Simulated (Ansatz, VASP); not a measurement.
## Two plane-wave programs on InAs

```xyz
2
Lattice="0.0000 2.8551 2.8551 2.8551 0.0000 2.8551 2.8551 2.8551 0.0000" Properties=species:S:1:pos:R:3 pbc="T T T"
In    2.8551    2.8551    2.8551
As    0.0000    0.0000    0.0000
```

Alike in both runs: task single point; functional PBEsol; k mesh 14 × 14 × 14; occupations gaussian, width 0.05 eV; no spin polarisation.

```csv
,VASP,Ansatz
version,VASP 6.6.1,Ansatz 0.2.0
potentials or method,"VASP PAW PBE potentials, release 64 (In_d, As), cutoff 520 eV","scalar-relativistic, plane waves, PAW"
valence electrons in the cell,18,28
```

Ansatz gave:

- gap on the k mesh at the Fermi level (eV): none
- pressure (GPa): -2.1

Task: Which values does VASP return?

Result: gap on the k mesh at the Fermi level (eV): none; pressure (GPa): -1.9.

VASP's potentials were made for PBE, not for PBEsol. A gap of «none» marks a metal or a gap that the smearing closes. VASP's potentials hold 18 valence electrons a cell and Ansatz's 28, so a difference there can come from the potentials and not from the codes.
